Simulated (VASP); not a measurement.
Set up this calculation in VASP 6.6.1, as the native input.

| Item | Value |
| --- | --- |
| Task | single point |
| Functional | LDA |
| Potentials or basis | VASP PAW LDA potentials, release 64 (Si, Ge_d) |
| Cutoff | 520 eV |
| k mesh | 12 × 12 × 6 |
| Occupations | gaussian, width 0.03 eV |
| Spin | no spin polarisation |
| Dipole correction | no |
| Further INCAR settings | ALGO = Normal; EDIFF = 1e-07; NBANDS = 26 |

The structure of SiGe lies in POSCAR:

```
SiGe
1.0
    3.8347660222      0.0000000000      0.0000000000
   -1.9173830111      3.3210047928      0.0000000000
    0.0000000000      0.0000000000      6.3373575767
Si Ge
2 2
Direct
    0.6666666667      0.3333333333      0.8745031008
    0.3333333333      0.6666666667      0.3745031008
    0.6666666667      0.3333333333      0.5239526465
    0.3333333333      0.6666666667      0.0239526465
```

One way to write it, as run:

INCAR

```
SYSTEM = SiGe
  PREC = Accurate
  ENCUT = 520
  EDIFF = 1E-7
  ISMEAR = 0
  SIGMA = 0.03
  LREAL = .FALSE.
  LASPH = .TRUE.
  NELM = 60
  ALGO = Normal
  ISIF = 2
  LWAVE = .FALSE.
  LCHARG = .FALSE.
  GGA = CA
  NBANDS = 26
```

KPOINTS

```
Automatic mesh
0
G
  12 12 6
  0 0 0
```

Potentials or basis: VASP PAW LDA potentials, release 64 (Si, Ge_d).

The run is started by

```sh
$ cat potpaw_LDA.64/Si/POTCAR potpaw_LDA.64/Ge_d/POTCAR > POTCAR
$ mpirun -np 1 vasp_std > vasp.out
```

Results of the run:

| Quantity | Value |
| --- | --- |
| Pressure | 3.2 GPa |
| Largest force | 2.355 eV/Å |
| Band gap on the k mesh | zero (band 18 reaches 6.45 eV, above the bottom of band 19 at 6.23 eV) |

Caveat: forces of over 1 eV/Å act on the atoms, so gaps and moduli don't describe the material at rest.

Wall time 71 s on 1 thread of Intel(R) Xeon(R) Platinum 8559C (Emerald Rapids) (shared host), peak memory 0.25 GiB.
